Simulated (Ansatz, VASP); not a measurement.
**GaN in VASP and in Ansatz**

File INCAR:

```
SYSTEM = GaN
PREC = Accurate ; ENCUT = 520
EDIFF = 1E-8 ; ISMEAR = -1
SIGMA = 0.02 ; LREAL = .False.
LASPH = .True. ; NELM = 100
ALGO = Normal ; ISIF = 2
LWAVE = .False. ; LCHARG = .False.
GGA = PS ; LEFG = .True.
NBANDS = 16
```

Contents of KPOINTS:

```
Automatic mesh
0
Gamma
  10 10 10
  0 0 0
```

The input POSCAR:

```
GaN
1.0
    0.0000000000      1.9925000000      1.9526500000
    1.9925000000      0.0000000000      1.9526500000
    1.9925000000      1.9925000000      0.0000000000
Ga N
1 1
Direct
    0.5000000000      0.5000000000      0.5000000000
    0.0000000000      0.0000000000      0.0000000000
```

Input for Ansatz:

```yaml
crystal:
  lattice:
    - [0.0, 1.9925, 1.95265]
    - [1.9925, 0.0, 1.95265]
    - [1.9925, 1.9925, 0.0]
  atoms:
    - { symbol: Ga, position: [0.5, 0.5, 0.5] }
    - { symbol: "N", position: [0.0, 0.0, 0.0] }
kpoints:
  mp_grid: { grid: [10, 10, 10] }
scf:
  occupations: { method: fermi_dirac, width: 0.02 }
hamiltonian:
  xc: pbesol
  pseudopotentials: { kind: all_electron, datasets: crystal }
output:
  forces: true
  stress: true
  eigenvalues: true
  efg: { contact_densities: true }
```

Change from the starting cell: zz strain of -2 %, crystal datasets.

Alike in both runs: task electric field gradients; functional PBEsol; k mesh 10 × 10 × 10; occupations fermi-dirac, width 0.02 eV; no spin polarisation.

|  | VASP | Ansatz |
| --- | --- | --- |
| version | VASP 6.6.1 | Ansatz 0.2.0 |
| potentials or method | VASP PAW PBE potentials, release 64 (Ga_d, N), cutoff 520 eV | all-electron PAW with datasets made for the crystal, scalar-relativistic |

|  | VASP | Ansatz | Ansatz less VASP |
| --- | --- | --- | --- |
| gap on the k mesh at the Fermi level (eV) | 1.66 | 1.68 | +0.015 |
| pressure (GPa) | 69.7 | 69.0 | -0.71 |
| traceless stress, the component that is largest in VASP (GPa) | 7.48 | 7.60 | +0.119 |
| size of Vzz on the site where it differs most (V/Å²) | 21.6 | 21.9 | +0.23 |

VASP's potentials were made for PBE, not for PBEsol. Both programs put the cell under a high pressure, so it lies far from rest at this level. Ansatz ran all-electron here, and VASP with PAW potentials.

Noted on VASP's run: the cell as given lies far from equilibrium.
